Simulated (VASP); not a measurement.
Input of a VASP 6.6.1 run:

Contents of INCAR:

```
PREC     = Accurate       # precision mode
ENCUT    = 520            # plane-wave cutoff, eV
EDIFF    = 1E-6           # SCF threshold, eV
ISMEAR   = 0              # smearing method
SIGMA    = 0.02           # smearing width, eV
LREAL    = F              # projectors in reciprocal space
LASPH    = T              # aspherical terms in the spheres
NELM     = 120            # most SCF steps
ALGO     = Normal         # electronic algorithm
ISIF     = 2              # what is computed and relaxed
LWAVE    = F              # write WAVECAR
LCHARG   = F              # write CHGCAR
LDIPOL   = T            
IDIPOL   = 3            
DIPOL    = 0.5 0.5 0.500
GGA      = PE             # functional
NBANDS   = 22             # bands
GGA_COMPAT= F            
NELMDL   = -8
```

Contents of KPOINTS:

```
Automatic mesh
0
Gamma
  9 9 1
```

POSCAR

```
As
1.0
    3.6123264925      0.0000000000      0.0000000000
   -1.8061632462      3.1283665093      0.0000000000
    0.0000000000      0.0000000000     28.0000000000
As
2
Direct
    0.3333333333      0.6666666667      0.5247623154
    0.6666666667      0.3333333333      0.4752376846
```

Potentials or basis: VASP PAW PBE potentials, release 64 (As_d).

Run with:

```sh
$ cat potpaw_PBE.64/As_d/POTCAR > POTCAR
$ mpirun -np 1 vasp_std > vasp.out
```

(1) What does it give for the largest force?

(2) Estimate the band gap on the k mesh.

Results:

(1) 0.054 eV/Å.

(2) 1.67 eV, indirect (least direct gap 1.94 eV).
